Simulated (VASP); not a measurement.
A run of VASP 6.6.1:

Contents of INCAR:

```
PREC = Accurate
ENCUT = 520
EDIFF = 1E-6
ISMEAR = -1
SIGMA = 0.05
LREAL = False
LASPH = True
NELM = 150
ALGO = Normal
ISIF = 2
LWAVE = False
LCHARG = False
ISPIN = 2
MAGMOM = 4 0
LORBIT = 11
LMAXMIX = 4
GGA = CA
NBANDS = 20
```

Contents of KPOINTS:

```
regular mesh
0
Gamma
  10 10 10
```

File POSCAR:

```
MnO
1.0
    0.0000000000      2.1938512115      2.1938512115
    2.1938512115      0.0000000000      2.1938512115
    2.1938512115      2.1938512115      0.0000000000
Mn O
1 1
Direct
    0.0000000000      0.0000000000      0.0000000000
    0.5000000000      0.5000000000      0.5000000000
```

Potentials or basis: VASP PAW LDA potentials, release 64 (Mn_pv, O).

Command:

```sh
$ cat potpaw_LDA.64/Mn_pv/POTCAR potpaw_LDA.64/O/POTCAR > POTCAR
$ mpirun -np 1 vasp_std > vasp.out
```

Hardware: 1 thread of AMD EPYC 7R13 Processor (Zen 3), on a shared host.

Task: How long does it take, and how much memory?

Result: Run time: 29 s on 1 thread of AMD EPYC 7R13 Processor (Zen 3), on a shared host, peak memory 0.12 GiB. Counts: scf iterations 14, k points 47.
